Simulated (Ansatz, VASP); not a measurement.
# Two plane-wave programs on LiNbO3

```
CELL_PARAMETERS angstrom
5.18990 2.99639 9.34445
-5.18990 2.99639 9.34445
0.00000 -5.99278 9.34445
ATOMIC_POSITIONS crystal
Li 0.35923 0.35923 0.35923
Li 0.10923 0.10923 0.10923
Li 0.35923 0.35923 0.85923
Li 0.10923 0.10923 0.60923
Li 0.35923 0.85923 0.35923
Li 0.10923 0.60923 0.10923
Li 0.35923 0.85923 0.85923
Li 0.10923 0.60923 0.60923
Li 0.85923 0.35923 0.35923
Li 0.60923 0.10923 0.10923
Li 0.85923 0.35923 0.85923
Li 0.60923 0.10923 0.60923
Li 0.85923 0.85923 0.35923
Li 0.60923 0.60923 0.10923
Li 0.85923 0.85923 0.85923
Li 0.60923 0.60923 0.60923
Nb 0.49926 0.49926 0.49926
Nb 0.24926 0.24926 0.24926
Nb 0.49926 0.49926 0.99926
Nb 0.24926 0.24926 0.74926
Nb 0.49926 0.99926 0.49926
Nb 0.24926 0.74926 0.24926
Nb 0.49926 0.99926 0.99926
Nb 0.24926 0.74926 0.74926
Nb 0.99926 0.49926 0.49926
Nb 0.74926 0.24926 0.24926
Nb 0.99926 0.49926 0.99926
Nb 0.74926 0.24926 0.74926
Nb 0.99926 0.99926 0.49926
Nb 0.74926 0.74926 0.24926
Nb 0.99926 0.99926 0.99926
Nb 0.74926 0.74926 0.74926
O 0.13995 0.32076 0.44489
O 0.32076 0.44489 0.13995
O 0.44489 0.13995 0.32076
O 0.19489 0.07076 0.38995
O 0.38995 0.19489 0.07076
O 0.07076 0.38995 0.19489
O 0.13995 0.32076 0.94489
O 0.32076 0.44489 0.63995
O 0.44489 0.13995 0.82076
O 0.19489 0.07076 0.88995
O 0.38995 0.19489 0.57076
O 0.07076 0.38995 0.69489
O 0.13995 0.82076 0.44489
O 0.32076 0.94489 0.13995
O 0.44489 0.63995 0.32076
O 0.19489 0.57076 0.38995
O 0.38995 0.69489 0.07076
O 0.07076 0.88995 0.19489
O 0.13995 0.82076 0.94489
O 0.32076 0.94489 0.63995
O 0.44489 0.63995 0.82076
O 0.19489 0.57076 0.88995
O 0.38995 0.69489 0.57076
O 0.07076 0.88995 0.69489
O 0.63995 0.32076 0.44489
O 0.82076 0.44489 0.13995
O 0.94489 0.13995 0.32076
O 0.69489 0.07076 0.38995
O 0.88995 0.19489 0.07076
O 0.57076 0.38995 0.19489
O 0.63995 0.32076 0.94489
O 0.82076 0.44489 0.63995
O 0.94489 0.13995 0.82076
O 0.69489 0.07076 0.88995
O 0.88995 0.19489 0.57076
O 0.57076 0.38995 0.69489
O 0.63995 0.82076 0.44489
O 0.82076 0.94489 0.13995
O 0.94489 0.63995 0.32076
O 0.69489 0.57076 0.38995
O 0.88995 0.69489 0.07076
O 0.57076 0.88995 0.19489
O 0.63995 0.82076 0.94489
O 0.82076 0.94489 0.63995
O 0.94489 0.63995 0.82076
O 0.69489 0.57076 0.88995
O 0.88995 0.69489 0.57076
O 0.57076 0.88995 0.69489
```

Alike in both runs: functional PBE; k mesh 1 × 1 × 1; occupations fermi-dirac, width 0.01 eV; no spin polarisation.

Ansatz relaxed the structure, and its values are those at the end. VASP's run is a single point on that final structure, the one shown.

|  | VASP | Ansatz |
| --- | --- | --- |
| version | VASP 6.6.1 | Ansatz 0.2.0 |
| potentials or method | VASP PAW PBE potentials, release 64 (Li_sv, Nb_sv, O), cutoff 520 eV | plane-wave PAW DFT |
| valence electrons in the cell | 544 | 544 |

```csv
,VASP,Ansatz,Ansatz less VASP
gap on the k mesh at the Fermi level (eV),3.67,3.68,+0.013
rms of the force components (eV/Å),0.009,0.007,-0.0020
```

With one functional, cell and mesh, what is left measures potentials, basis and numerics.

The k mesh is coarse, so the values compare programs but aren't converged. Noted on VASP's run: the cutoff is short for stress, so the pressure is rough.
